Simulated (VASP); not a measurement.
# VO2 (P4_2/mnm) in VASP: notebook, part 2 of 2

VASP 6.6.1. Earlier steps stand in the parts before.

## 3. Relaxation of shape and atoms at fixed volume, PBE (9.46 Å³/atom)

This run uses another cell than the first one, of 9.46 Å³/atom.

INCAR

```
SYSTEM = VO2
  PREC = Accurate
  ENCUT = 600
  EDIFF = 1E-7
  ISMEAR = 0
  SIGMA = 0.05
  LREAL = .False.
  LASPH = .True.
  NELM = 120
  ALGO = Normal
  ISIF = 4
  LWAVE = .False.
  LCHARG = .False.
  GGA = PE
  IBRION = 2
  NSW = 60
  EDIFFG = -0.01
  GGA_COMPAT = .False.
  NELMIN = 4
```

KPOINTS

```
regular mesh
0
Gamma
  6 6 10
  0 0 0
```

POSCAR

```
VO2
1.0
    4.5508803182      0.0000000000      0.0000000000
    0.0000000000      4.5508803182      0.0000000000
    0.0000000000      0.0000000000      2.7392104523
V O
2 4
Direct
    0.0000000000      0.0000000000      0.0000000000
    0.5000000000      0.5000000000      0.5000000000
    0.2975626579      0.2975626579      0.0000000000
    0.2024373421      0.7975626579      0.5000000000
    0.7024373421      0.7024373421      0.0000000000
    0.7975626579      0.2024373421      0.5000000000
```

Potentials or basis: VASP PAW PBE potentials, release 64 (V_sv, O).

Run with:

```console
cat potpaw_PBE.64/V_sv/POTCAR potpaw_PBE.64/O/POTCAR > POTCAR
mpirun -np 1 vasp_std > vasp.out
```

OUTCAR:

```text
SYSTEM = VO2
   PREC = Accurate
   ENCUT = 600
   EDIFF = 1E-7
   ISMEAR = 0
   LREAL = .False.
   LASPH = .True.
   NELM = 120
   ISIF = 4
   GGA = PE
   IBRION = 2
   NSW = 60
   EDIFFG = -0.01
   NELMIN = 4

 ion  position               nearest neighbor table
   1  0.000  0.000  0.000-   4 1.89   6 1.89   4 1.89   6 1.89   5 1.92   3 1.92
   2  0.500  0.500  0.500-   3 1.89   5 1.89   3 1.89   5 1.89   4 1.92   6 1.92
   3  0.298  0.298  0.000-   2 1.89   2 1.89   1 1.92
   4  0.202  0.798  0.500-   1 1.89   1 1.89   2 1.92
   5  0.702  0.702  0.000-   2 1.89   2 1.89   1 1.92
   6  0.798  0.202  0.500-   1 1.89   1 1.89   2 1.92

  LATTYP: Found a simple tetragonal cell.
 ALAT       =     4.5508803182
 C/A-ratio  =     0.6019078202

  Lattice vectors:

 A1 = (   4.5508803182,   0.0000000000,   0.0000000000)
 A2 = (   0.0000000000,   4.5508803182,   0.0000000000)
 A3 = (   0.0000000000,   0.0000000000,   2.7392104523)

Analysis of symmetry for initial positions (statically):
=====================================================================
 Subroutine PRICEL returns:
[... 187 lines left out ...]
  Direction    XX          YY          ZZ          XY          YZ          ZX
  --------------------------------------------------------------------------------------
  -------------------------------------------------------------------------------------
  Total        3.9669793      3.9669793      4.3820924      0.0000000      0.0000000      0.0000000
  in kB      112.0351463    112.0351463    123.7587410      0.0000000      0.0000000      0.0000000
  external PRESSURE =     115.9430112 kB  Pullay stress =       0.0000000 kB
[... 107 lines left out ...]
--------------------------------------- Ionic step        4  -------------------------------------------

 number of electron      49.9999983 magnetization

 Free energy of the ion-electron system (eV)
  ---------------------------------------------------
  ext. energy  EPLUGINS =         0.00000000
  ---------------------------------------------------
  free energy    TOTEN  =       -51.70717445 eV

  energy without entropy =      -51.69908839  energy(sigma->0) =      -51.70313142

 E-fermi :   6.9551     XC(G=0): -12.0061

 val. band max:        6.9541233786   @ k =   0.1667   0.1667   0.2000
 cond. band min:       6.9589542649   @ k =   0.0000   0.0000   0.1000
 fundamental gap:      0.0048308862
 Fermi energy:         6.9550882281

 k-point     1 :       0.0000    0.0000    0.0000
  band No.  band energies     occupation
      1     -58.7819      2.00000
      2     -58.7708      2.00000
      3     -32.6801      2.00000
      4     -32.6801      2.00000
      5     -32.5706      2.00000
      6     -32.5496      2.00000
[... 781 lines left out ...]
     29       8.3005      0.00000
     30       8.3005      0.00000

 [... further k-points ...]

------------------------ aborting loop because EDIFF is reached ----------------------------------------

  FORCE on cell =-STRESS in cart. coord.  units (eV):
  Direction    XX          YY          ZZ          XY          YZ          ZX
  --------------------------------------------------------------------------------------
  -------------------------------------------------------------------------------------
  Total        3.9571956      3.9571956      3.9100226     -0.0000000      0.0000000      0.0000000
  in kB      111.7588369    111.7588369    110.4265793     -0.0000000      0.0000000      0.0000000
  external PRESSURE =     111.3147510 kB  Pullay stress =       0.0000000 kB
[... 21 lines left out ...]
  FREE ENERGIE OF THE ION-ELECTRON SYSTEM (eV)
  ---------------------------------------------------
  free  energy   TOTEN  =       -51.7071744522 eV

  energy  without entropy=      -51.6990883888  energy(sigma->0) =      -51.70313142

 reached required accuracy - stopping structural energy minimisation
```

Run time: 4.7 min. Hardware: 1 thread of Intel Xeon 8259CL, shared host; peak memory 0.25 GiB.

What came out:

```
Free energy                  : -51.7072 eV
Energy gained by relaxing    : 0.4 meV/atom
Ionic steps                  : 4
Pressure after relaxing      : 11.1 GPa
Largest force after relaxing : 0.003 eV/Å
Band gap on the k mesh       : zero (bands 25 and 26 overlap by 1.56 eV)
```

Forces on the atoms (eV/Å):
```
V    0.000  0.000  0.000
V    0.000  0.000  0.000
O   -0.002 -0.002  0.000
O    0.002 -0.002  0.000
O    0.002  0.002  0.000
O   -0.002  0.002  0.000
```

Stress tensor (GPa, compression positive):
```
11.18  0.00  0.00
 0.00 11.18  0.00
 0.00  0.00 11.04
```

Step by step:
```csv
step,energy change (eV),largest force (eV/Å),pressure (GPa),volume (Å³)
1,0.0000,0.1522,11.59,56.73
2,-0.0023,0.0104,11.08,56.73
3,-0.0024,0.0081,11.14,56.73
4,-0.0024,0.0032,11.13,56.73
```

Final structure:
```
V O
1.0
     4.54761    0.00000    0.00000
     0.00000    4.54761    0.00000
     0.00000    0.00000    2.74315
V O
2 4
Direct
  0.00000 0.00000 0.00000
  0.50000 0.50000 0.50000
  0.29648 0.29648 0.00000
  0.20352 0.79648 0.50000
  0.70352 0.70352 0.00000
  0.79648 0.20352 0.50000
```

Levels at points of the mesh, in eV from the Fermi level:
| k point | band 21 | band 22 | band 23 | band 24 | band 25 | band 26 | band 27 | band 28 | band 29 | band 30 |
| --- | --- | --- | --- | --- | --- | --- | --- | --- | --- | --- |
| (0.00, 0.00, 0.00) | -2.29 | -2.29 | -2.23 | -1.76 | -0.75 | -0.73 | 0.10 | 0.12 | 0.12 | 2.18 |
| (0.50, 0.00, 0.00) | -3.29 | -3.29 | -2.52 | -2.52 | -0.09 | -0.09 | 0.75 | 0.75 | 1.39 | 1.39 |
| (0.50, 0.50, 0.00) | -3.19 | -3.19 | -2.86 | -2.86 | -0.80 | -0.80 | 0.14 | 0.14 | 1.77 | 1.77 |
| (0.00, 0.00, 0.50) | -4.32 | -4.32 | -3.43 | -3.43 | 0.76 | 0.76 | 1.21 | 1.21 | 1.29 | 1.29 |
| (0.50, 0.00, 0.50) | -4.06 | -4.06 | -2.88 | -2.88 | -0.54 | -0.54 | 1.23 | 1.23 | 1.58 | 1.58 |
| (0.50, 0.50, 0.50) | -3.27 | -3.27 | -2.52 | -2.52 | 0.42 | 0.42 | 0.62 | 0.62 | 1.28 | 1.28 |

Caveat: the run has no spin polarisation, though such a crystal can be magnetic; semilocal functionals often make such compounds metallic where correlation or magnetic order opens a gap, which also shifts bond lengths. With open d or f shells a metallic result of PBE can be an artefact of self-interaction; +U or a hybrid may open a gap.

## 4. Relaxation of shape and atoms at fixed volume, PBE (9.65 Å³/atom)

This run uses another cell than the first one, of 9.65 Å³/atom.

INCAR

```
PREC     = Accurate       # precision mode
ENCUT    = 600            # plane-wave cutoff, eV
EDIFF    = 1E-7           # SCF threshold, eV
ISMEAR   = 0              # smearing method
SIGMA    = 0.05           # smearing width, eV
LREAL    = F              # projectors in reciprocal space
LASPH    = T              # aspherical terms in the spheres
NELM     = 120            # most SCF steps
ALGO     = Normal         # electronic algorithm
ISIF     = 4              # what is computed and relaxed
LWAVE    = F              # write WAVECAR
LCHARG   = F              # write CHGCAR
GGA      = PE             # functional
IBRION   = 2              # ionic algorithm
NSW      = 60             # ionic steps
EDIFFG   = -0.01          # ionic threshold
GGA_COMPAT= F            
NELMIN   = 4
```

KPOINTS

```
Automatic mesh
0
Gamma
  6 6 10
```

POSCAR

```
VO2
1.0
    4.5837476845      0.0000000000      0.0000000000
    0.0000000000      4.5837476845      0.0000000000
    0.0000000000      0.0000000000      2.7563201772
V O
2 4
Direct
    0.0000000000      0.0000000000      0.0000000000
    0.5000000000      0.5000000000      0.5000000000
    0.2985480401      0.2985480401      0.0000000000
    0.2014519599      0.7985480401      0.5000000000
    0.7014519599      0.7014519599      0.0000000000
    0.7985480401      0.2014519599      0.5000000000
```

Run with:

```console
cat potpaw_PBE.64/V_sv/POTCAR potpaw_PBE.64/O/POTCAR > POTCAR
mpirun -np 1 vasp_std > vasp.out
```

Wall time 5.5 min (1 thread of Intel Xeon 8259CL, shared host); peak memory 0.26 GiB.

The run converged. Its results:

```
Free energy               : -51.7720 eV
Energy gained by relaxing : 0.5 meV/atom
Ionic steps               : 4
Pressure after relaxing   : 5.5 GPa
Band gap on the k mesh    : zero (bands 25 and 26 overlap by 1.48 eV)
```

Forces on the atoms (eV/Å):
```
V    0.000  0.000  0.000
V    0.000  0.000  0.000
O   -0.002 -0.002  0.000
O    0.002 -0.002  0.000
O    0.002  0.002  0.000
O   -0.002  0.002  0.000
```

Stress tensor (GPa, compression positive):
```
5.58 0.00 0.00
0.00 5.58 0.00
0.00 0.00 5.46
```

Step by step:
```csv
step,energy change (eV),largest force (eV/Å),pressure (GPa),volume (Å³)
1,0.0000,0.1552,6.08,57.91
2,-0.0028,0.0056,5.53,57.91
3,-0.0028,0.0080,5.54,57.91
4,-0.0028,0.0029,5.54,57.91
```

Final structure:
```
V O
1.0
     4.57973    0.00000    0.00000
     0.00000    4.57973    0.00000
     0.00000    0.00000    2.76116
V O
2 4
Direct
  0.00000 0.00000 0.00000
  0.50000 0.50000 0.50000
  0.29734 0.29734 0.00000
  0.20266 0.79734 0.50000
  0.70266 0.70266 0.00000
  0.79734 0.20266 0.50000
```

Levels at points of the mesh, in eV from the Fermi level:
| k point | band 22 | band 23 | band 24 | band 25 | band 26 | band 27 | band 28 | band 29 |
| --- | --- | --- | --- | --- | --- | --- | --- | --- |
| (0.00, 0.00, 0.00) | -2.25 | -2.21 | -1.76 | -0.72 | -0.71 | 0.10 | 0.10 | 0.12 |
| (0.50, 0.00, 0.00) | -3.23 | -2.49 | -2.49 | -0.08 | -0.08 | 0.69 | 0.69 | 1.35 |
| (0.50, 0.50, 0.00) | -3.13 | -2.82 | -2.82 | -0.77 | -0.77 | 0.12 | 0.12 | 1.71 |
| (0.00, 0.00, 0.50) | -4.20 | -3.38 | -3.38 | 0.71 | 0.71 | 1.17 | 1.17 | 1.22 |
| (0.50, 0.00, 0.50) | -3.99 | -2.82 | -2.82 | -0.53 | -0.53 | 1.17 | 1.17 | 1.52 |
| (0.50, 0.50, 0.50) | -3.19 | -2.50 | -2.50 | 0.39 | 0.39 | 0.61 | 0.61 | 1.21 |

Caveat: the run has no spin polarisation, though such a crystal can be magnetic; semilocal functionals often make such compounds metallic where correlation or magnetic order opens a gap, which also shifts bond lengths. With open d or f shells a metallic result of PBE can be an artefact of self-interaction; +U or a hybrid may open a gap.

## 5. Summary

```tsv
task	cell	gap on the mesh (eV)	pressure (GPa)
single point	a = 4.681, b = 4.681, c = 2.804 Å, 6 atoms, atomic positions A	none	-7.4
relaxation of shape and atoms at fixed volume	relaxed from a = 4.551, b = 4.551, c = 2.739 Å, 6 atoms, atomic positions B	none	11.1
relaxation of shape and atoms at fixed volume	relaxed from a = 4.584, b = 4.584, c = 2.756 Å, 6 atoms, atomic positions B	none	5.5
```

Alike in all rows: level PBE; potentials or basis VASP PAW PBE potentials, release 64 (V_sv, O); no spin polarisation; k mesh 6 × 6 × 10; cutoff (eV) 600; smearing gaussian 0.05 eV.

Caveats: the run has no spin polarisation, though such a crystal can be magnetic; semilocal functionals often make such compounds metallic where correlation or magnetic order opens a gap, which also shifts bond lengths; the cell stands under tension (at least some runs).

Absolute energies hang on the potentials; compare differences alone.
